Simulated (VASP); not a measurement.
# Nb (I4/mmm) in VASP: single point with r2SCAN

Aim: the single point of Nb with r2SCAN.

Program: VASP 6.6.1. These are calculated values, not measurements. Logs are shortened: lines on timing, memory, paths and dates and some standing lists are left out, and cuts for length are marked.

**1. The cell of the first run**

The structure is tetragonal, space group I4/mmm (No. 139). The conventional cell has a = 2.752 Å, b = 2.752 Å, c = 4.399 Å, α = 90.00°, β = 90.00°, γ = 90.00°. Within 3.6 Å of Nb (site symmetry 4/mmm) lie 12 Nb at 2.75 to 2.94 Å.

**2. Single point, r2SCAN (strain -0.080 along x and y, +0.040 along z)**

File POSCAR:

```
Nb
1.0
    0.0000000000      1.9458000000      2.1996000000
    1.9458000000      0.0000000000      2.1996000000
    1.9458000000      1.9458000000      0.0000000000
Nb
1
Direct
    0.0000000000      0.0000000000      0.0000000000
```

File INCAR.step1:

```
PREC     = Accurate       # precision mode
ENCUT    = 520            # plane-wave cutoff, eV
ISMEAR   = 0              # smearing method
SIGMA    = 0.15           # smearing width, eV
LREAL    = F              # projectors in reciprocal space
LASPH    = T              # aspherical terms in the spheres
NELM     = 60             # most SCF steps
NBANDS   = 12             # bands
GGA      = PE             # functional
ALGO     = Normal         # electronic algorithm
EDIFF    = 1E-4           # SCF threshold, eV
LWAVE    = T              # write WAVECAR
LCHARG   = F              # write CHGCAR
```

File INCAR.step2:

```
PREC     = Accurate       # precision mode
ENCUT    = 520            # plane-wave cutoff, eV
EDIFF    = 1E-7           # SCF threshold, eV
ISMEAR   = 0              # smearing method
SIGMA    = 0.15           # smearing width, eV
LREAL    = F              # projectors in reciprocal space
LASPH    = T              # aspherical terms in the spheres
NELM     = 60             # most SCF steps
ALGO     = Normal         # electronic algorithm
ISIF     = 2              # what is computed and relaxed
LWAVE    = F              # write WAVECAR
LCHARG   = T              # write CHGCAR
METAGGA  = R2SCAN         # meta-GGA
LMIXTAU  = T            
LELF     = T              # ELF
LVHAR    = T            
NBANDS   = 12             # bands
ISTART   = 1
```

File KPOINTS:

```
regular mesh
0
Gamma
  20 20 20
```

Potentials or basis: VASP PAW PBE potentials, release 64 (Nb_sv).

The run is started by

```
cat potpaw_PBE.64/Nb_sv/POTCAR > POTCAR
cp INCAR.step1 INCAR
mpirun -np 1 vasp_std > vasp.out
cp INCAR.step2 INCAR
mpirun -np 1 vasp_std > vasp.out
```

OUTCAR:

```text
PREC = Accurate
   ENCUT = 520
   EDIFF = 1E-7
   ISMEAR = 0
   LREAL = F
   LASPH = T
   NELM = 60
   ISIF = 2
   METAGGA = R2SCAN
   ISTART = 1

 ion  position               nearest neighbor table
   1  0.000  0.000  0.000-

  LATTYP: Found a body centered tetragonal cell.
 ALAT       =     2.7517767497
 C/A-ratio  =     1.5986762009

  Lattice vectors:

 A1 = (  -1.9458000000,   0.0000000000,   2.1996000000)
 A2 = (   1.9458000000,   0.0000000000,   2.1996000000)
 A3 = (   0.0000000000,   1.9458000000,  -2.1996000000)

Analysis of symmetry for initial positions (statically):
=====================================================================
 Subroutine PRICEL returns:
 Original cell was already a primitive cell.

 Routine SETGRP: Setting up the symmetry group for a
 body centered tetragonal supercell.

 Subroutine GETGRP returns: Found 16 space group operations
 (whereof 16 operations were pure point group operations)
 out of a pool of 16 trial point group operations.

The static configuration has the point symmetry D_4h.

Analysis of symmetry for dynamics (positions and initial velocities):
=====================================================================
 Subroutine PRICEL returns:
 Original cell was already a primitive cell.

 Routine SETGRP: Setting up the symmetry group for a
 body centered tetragonal supercell.

 Subroutine GETGRP returns: Found 16 space group operations
 (whereof 16 operations were pure point group operations)
 out of a pool of 16 trial point group operations.

The dynamic configuration has the point symmetry D_4h.

 Subroutine INISYM returns: Found 16 space group operations
 (whereof 16 operations are pure point group operations),
 and found     1 'primitive' translations

----------------------------------------------------------------------------------------

                                     Primitive cell

  volume of cell :      16.6560

  direct lattice vectors                    reciprocal lattice vectors
     0.000000000  1.945800000  2.199600000    -0.256963717  0.256963717  0.227314057
     1.945800000  0.000000000  2.199600000     0.256963717 -0.256963717  0.227314057
     1.945800000  1.945800000  0.000000000     0.256963717  0.256963717 -0.227314057

  length of vectors
     2.936729099  2.936729099  2.751776750     0.428640157  0.428640157  0.428640157

  position of ions in fractional coordinates (direct lattice)
     0.000000000  0.000000000  0.000000000

  ion indices of the primitive-cell ions
   primitive index   ion index
                 1           1

----------------------------------------------------------------------------------------

 KPOINTS: regular mesh

Automatic generation of k-mesh.
 Grid dimensions read from file:
 generate k-points for:   20   20   20

 Generating k-lattice:

  Cartesian coordinates                     Fractional coordinates (reciprocal lattice)
    -0.012848186  0.012848186  0.011365703     0.050000000 -0.000000000  0.000000000
     0.012848186 -0.012848186  0.011365703    -0.000000000  0.050000000  0.000000000
     0.012848186  0.012848186 -0.011365703     0.000000000  0.000000000  0.050000000

  Length of vectors
     0.021432008  0.021432008  0.021432008

  Shift w.r.t. Gamma in fractional coordinates (k-lattice)
     0.000000000  0.000000000  0.000000000

 Subroutine IBZKPT returns following result:
 ===========================================

 Found    641 irreducible k-points:

 Following reciprocal coordinates:
            Coordinates               Weight
  0.000000  0.000000  0.000000      1.000000
  0.050000  0.000000  0.000000      8.000000
  0.100000  0.000000  0.000000      8.000000
  0.150000  0.000000  0.000000      8.000000
  0.200000  0.000000  0.000000      8.000000
  0.250000  0.000000  0.000000      8.000000
[... 16 lines left out ...]
 -0.400000  0.050000  0.000000      8.000000
 -0.350000  0.050000  0.000000      8.000000
 [... further k-points ...]
   k-points           NKPTS =    641   k-points in BZ     NKDIM =    641   number of bands    NBANDS=     12
   number of dos      NEDOS =    301   number of ions     NIONS =      1
   total plane-waves  NPLWV =  11520
   dimension x,y,z NGX =    24 NGY =   24 NGZ =   20
   dimension x,y,z NGXF=    48 NGYF=   48 NGZF=   40
   ions per type =               1
   NGX,Y,Z   is equivalent  to a cutoff of  13.59, 13.59, 12.08 a.u.
   NGXF,Y,Z  is equivalent  to a cutoff of  27.17, 27.17, 24.17 a.u.
 SYSTEM =  unknown system
   PREC   = accura    normal or accurate (medium, high low for compatibility)
   ISTART =      1    job   : 0-new  1-cont  2-samecut
   ICHARG =      0    charge: 1-file 2-atom 10-const
   ISPIN  =      1    spin polarized calculation?
   LNONCOLLINEAR =      F non collinear calculations
   LSORBIT =      F    spin-orbit coupling
   LASPH  =      T    aspherical Exc in radial PAW
   ENCUT  =  520.0 eV  38.22 Ry    6.18 a.u.   5.46  5.46  5.12*2*pi/ulx,y,z
   NELM   =     60;   NELMIN=  2; NELMDL=  0     # of ELM steps
   EDIFF  = 0.1E-06   stopping-criterion for ELM
   LREAL  =      F    real-space projection
   EDIFFG = 0.1E-05   stopping-criterion for IOM
   NSW    =      0    number of steps for IOM
   IBRION =     -1    ionic relax: 0-MD 1-quasi-New 2-CG
   NFREE  =      0    steps in history (QN), initial steepest desc. (CG)
   ISIF   =      2    stress and relaxation
   ISYM   =      2    0-nonsym 1-usesym 2-fastsym
   POTIM  = 0.5000    time-step for ionic-motion
   TEBEG  =    0.0;   TEEND  =   0.0 temperature during run
   PSTRESS=    0.0 pullay stress
   NELECT =      13.0000    total number of electrons
   NUPDOWN=      -1.0000    fix difference up-down
   EMIN   =  10.00;   EMAX   =-10.00  energy-range for DOS
   EFERMI =   0.00;   METHOD = LEGACY
   ISMEAR =     0;   SIGMA  =   0.15  broadening in eV -4-tet -1-fermi 0-gaus
   EFERMI_NEDOS =   21; number of points for ismear=-14 and -15
   IALGO  =     38    algorithm
   IMIX   =      4    mixing-type and parameters
     AMIX     =   0.40;   BMIX     =  1.00
     AMIX_MAG =   1.60;   BMIX_MAG =  1.00
  volume/ion in A,a.u.               =      16.66       112.40
  Fermi-wavevector in a.u.,A,eV,Ry     =   1.507298  2.848381 30.911737  2.271949
  Thomas-Fermi vector in A             =   2.617903
   LORBIT       =      0    0 simple, 1 ext, 2 COOP (PROOUT), +10 PAW based schemes
   METAGGA = R2SCAN    functional components
   LHFCALC =     F    Hartree Fock is set to
   AEXX    =    0.0000 exact exchange contribution
   IVDW    =     0    specifies the selected vdW correction
   LEPSILON=     F    determine dielectric tensor
   LRPA    =     F    only Hartree local field effects (RPA)
 non-spin polarized calculation
 Gauss-broadening in eV      SIGMA  =   0.15
  energy-cutoff  :      520.00
  volume of cell :       16.66
 maximum number of plane-waves:       465
 NGX is ok and might be reduce to    24
   NGX = 11   NGY = 11   NGZ = 11

 number of electron      13.0000001 magnetization

 Free energy of the ion-electron system (eV)
  ---------------------------------------------------
  ext. energy  EPLUGINS =         0.00000000
  ---------------------------------------------------
  free energy    TOTEN  =       -24.51891860 eV

  energy without entropy =      -24.50536079  energy(sigma->0) =      -24.51213970

 E-fermi :  12.6037     XC(G=0): -14.0734

 val. band max:       12.6036186808   @ k =  -0.4500   0.0500   0.1500
 cond. band min:      12.6070957085   @ k =  -0.4000   0.0500   0.1500
 fundamental gap:      0.0034770277
 Fermi energy:        12.6037496026

 k-point     1 :       0.0000    0.0000    0.0000
  band No.  band energies     occupation
      1     -43.7993      2.00000
      2     -18.2277      2.00000
      3     -18.0886      2.00000
      4     -18.0886      2.00000
      5       5.8920      2.00000
      6      11.6235      2.00000
      7      13.5025      0.00000
      8      13.5025      0.00000
      9      14.5766      0.00000
     10      17.2440      0.00000
     11      25.3072      0.00000
     12      28.2334      0.00000

 k-point     2 :       0.0500    0.0000    0.0000
  band No.  band energies     occupation
      1     -43.7909      2.00000
      2     -18.2469      2.00000
      3     -18.1289      2.00000
      4     -18.0907      2.00000
      5       6.0058      2.00000
      6      11.6572      2.00000
      7      13.4097      0.00000
      8      13.5550      0.00000
      9      14.5603      0.00000
     10      17.1623      0.00000
     11      25.5447      0.00000
     12      28.3519      0.00000

 k-point     3 :       0.1000    0.0000    0.0000
  band No.  band energies     occupation
      1     -43.7666      2.00000
      2     -18.3403      2.00000
      3     -18.2068      2.00000
      4     -18.0969      2.00000
      5       6.3330      2.00000
      6      11.7339      2.00000
      7      13.1603      0.00000
      8      13.7029      0.00000
      9      14.5619      0.00000
     10      16.9452      0.00000
     11      26.1788      0.00000
     12      28.5705      0.00000

 k-point     4 :       0.1500    0.0000    0.0000
  band No.  band energies     occupation
      1     -43.7285      2.00000
      2     -18.5457      2.00000
      3     -18.2637      2.00000
      4     -18.1064      2.00000
      5       6.8276      2.00000
      6      11.7921      2.00000
      7      12.8426      0.02430
      8      13.9124      0.00000
      9      14.6880      0.00000
     10      16.6707      0.00000
     11      26.8927      0.00000
     12      28.5516      0.00000

 k-point     5 :       0.2000    0.0000    0.0000
  band No.  band energies     occupation
      1     -43.6801      2.00000
      2     -18.8146      2.00000
      3     -18.3179      2.00000
      4     -18.1184      2.00000
      5       7.4019      2.00000
      6      11.8058      2.00000
      7      12.5553      1.35245
      8      14.1097      0.00000
      9      15.0283      0.00000
     10      16.4597      0.00000
     11      26.8212      0.00000
     12      28.9438      0.00000
[... 228 lines left out ...]
      1     -43.4465      2.00000
      2     -19.9848      2.00000
      3     -18.5739      2.00000
      4     -18.1822      2.00000
      5       8.2604      2.00000
      6      11.6096      2.00000
      7      13.6390      0.00000
      8      14.3868      0.00000
      9      18.0135      0.00000
     10      18.8358      0.00000
     11      25.0033      0.00000
     12      25.6158      0.00000

 k-point    22 :      -0.4500    0.0500    0.0000
  band No.  band energies     occupation
      1     -43.4464      2.00000
      2     -19.9888      2.00000
      3     -18.5737      2.00000
      4     -18.1737      2.00000
      5       8.2640      2.00000
      6      11.6736      2.00000
      7      13.6221      0.00000
      8      14.2665      0.00000
      9      17.8526      0.00000
     10      18.9933      0.00000
     11      24.8576      0.00000
     12      25.9539      0.00000

 k-point    23 :      -0.4000    0.0500    0.0000
  band No.  band energies     occupation
      1     -43.4637      2.00000
      2     -19.9100      2.00000
      3     -18.5561      2.00000
      4     -18.1616      2.00000
      5       8.3165      2.00000
      6      11.7855      2.00000
      7      13.6936      0.00000
      8      13.7363      0.00000
      9      17.4849      0.00000
     10      18.6996      0.00000
     11      24.7310      0.00000
     12      27.0087      0.00000

 k-point    24 :      -0.3500    0.0500    0.0000
  band No.  band energies     occupation
      1     -43.4965      2.00000
      2     -19.7544      2.00000
      3     -18.5231      2.00000
      4     -18.1472      2.00000
      5       8.3840      2.00000
      6      11.9168      2.00000
      7      13.0208      0.00008
      8      13.8438      0.00000
      9      16.9941      0.00000
     10      18.0462      0.00000
     11      24.8665      0.00000
     12      28.3007      0.00000

 [... further k-points ...]
[... 5 lines left out ...]
  --------------------------------------------------------------------------------------
  -------------------------------------------------------------------------------------
  Total        1.4428177      1.4428177      3.6748678      0.0000000      0.0000000      0.0000000
  in kB      138.7880084    138.7880084    353.4941210      0.0000000      0.0000000      0.0000000
  external PRESSURE =     210.3567126 kB  Pullay stress =       0.0000000 kB

 VOLUME and BASIS-vectors are now :
 -----------------------------------------------------------------------------
  energy-cutoff  :      520.00
  volume of cell :       16.66
      direct lattice vectors                 reciprocal lattice vectors
     0.000000000  1.945800000  2.199600000    -0.256963717  0.256963717  0.227314057
     1.945800000  0.000000000  2.199600000     0.256963717 -0.256963717  0.227314057
     1.945800000  1.945800000  0.000000000     0.256963717  0.256963717 -0.227314057

 POSITION                                       TOTAL-FORCE (eV/Angst)
 -----------------------------------------------------------------------------------
      0.00000      0.00000      0.00000         0.000000      0.000000      0.000000
 -----------------------------------------------------------------------------------
    total drift:                               -0.000000     -0.000000     -0.000000

  FREE ENERGIE OF THE ION-ELECTRON SYSTEM (eV)
  ---------------------------------------------------
  free  energy   TOTEN  =       -24.5189186012 eV

  energy  without entropy=      -24.5053607897  energy(sigma->0) =      -24.51213970
```

It took 6.7 min on 1 thread of AMD EPYC 9R45 (Zen 5), shared host; peak memory 0.21 GiB.

What came out:

```
Free energy            : -24.5189 eV
Pressure               : 21.0 GPa
Band gap on the k mesh : zero (an odd number of electrons rules out a gap without spin polarisation)
```

Levels at points of the mesh, in eV from the Fermi level:
| k point | band 4 | band 5 | band 6 | band 7 | band 8 | band 9 |
| --- | --- | --- | --- | --- | --- | --- |
| (0.00, 0.00, 0.00) | -30.69 | -6.71 | -0.98 | 0.90 | 0.90 | 1.97 |
| (0.50, 0.00, 0.00) | -30.78 | -4.44 | -0.89 | 0.95 | 1.98 | 5.39 |
| (0.50, 0.50, 0.00) | -31.12 | -4.74 | -3.92 | 3.02 | 6.10 | 6.35 |
| (0.50, 0.00, 0.50) | -31.31 | -4.90 | -4.02 | 5.38 | 5.45 | 5.48 |

Caveat: the cell differs from its parent crystal (strain -0.080 along x and y, +0.040 along z); the stress differs along the axes, from 14 to 35 GPa; the PAW data sets were made with another functional, which shifts forces and pressure a little.
